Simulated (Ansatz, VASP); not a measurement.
## One calculation of ZnS, two programs

File INCAR:

```
  PREC = Accurate
  ENCUT = 500
  EDIFF = 1E-6
  ISMEAR = 0
  SIGMA = 0.02
  LREAL = F
  LASPH = T
  NELM = 120
  ALGO = Normal
  ISIF = 2
  LWAVE = F
  LCHARG = F
  NBANDS = 16
  GGA_COMPAT = F
```

The input KPOINTS:

```
regular mesh
0
Gamma
  10 10 10
```

Contents of POSCAR:

```
ZnS
1.0
    0.0000000000      2.5944035278      2.5944035278
    2.5944035278      0.0000000000      2.5944035278
    2.5944035278      2.5944035278      0.0000000000
Zn S
1 1
Direct
    0.2500000000      0.2500000000      0.2500000000
    0.0000000000      0.0000000000      0.0000000000
```

Input for Ansatz:

```yaml
crystal:
  lattice:
    - [0.0, 2.5944035278, 2.5944035278]
    - [2.5944035278, 0.0, 2.5944035278]
    - [2.5944035278, 2.5944035278, 0.0]
  atoms:
    - { symbol: Zn, position: [0.25, 0.25, 0.25] }
    - { symbol: S, position: [0.0, 0.0, 0.0] }
basis:
  ecutwfc: 420
kpoints:
  mp_grid: { grid: [10, 10, 10] }
hamiltonian:
  xc: lda
scf:
  occupations: { method: gaussian, width: 0.02 }
output:
  forces: true
  stress: true
  eigenvalues: true
  write_density: true
  write_potential: true
  elf: true
  volumetric_format: npy
```

Alike in both runs: task single point; functional LDA; k mesh 10 × 10 × 10; occupations gaussian, width 0.02 eV; no spin polarisation.

```csv
,VASP,Ansatz
version,VASP 6.6.1,Ansatz 0.2.0
potentials or method,"VASP PAW LDA potentials, release 64 (Zn, S), cutoff 500 eV","scalar-relativistic, plane waves, PAW"
valence electrons in the cell,18,18
```

|  | VASP | Ansatz | Ansatz less VASP |
| --- | --- | --- | --- |
| gap on the k mesh at the Fermi level (eV) | 2.45 | 2.41 | -0.040 |
| least direct gap on the mesh (eV) | 2.45 | 2.41 | -0.040 |
| pressure (GPa) | 6.4 | 6.1 | -0.28 |

LDA's correlation is that of Perdew and Zunger in VASP and of Perdew and Wang (1992) in Ansatz.
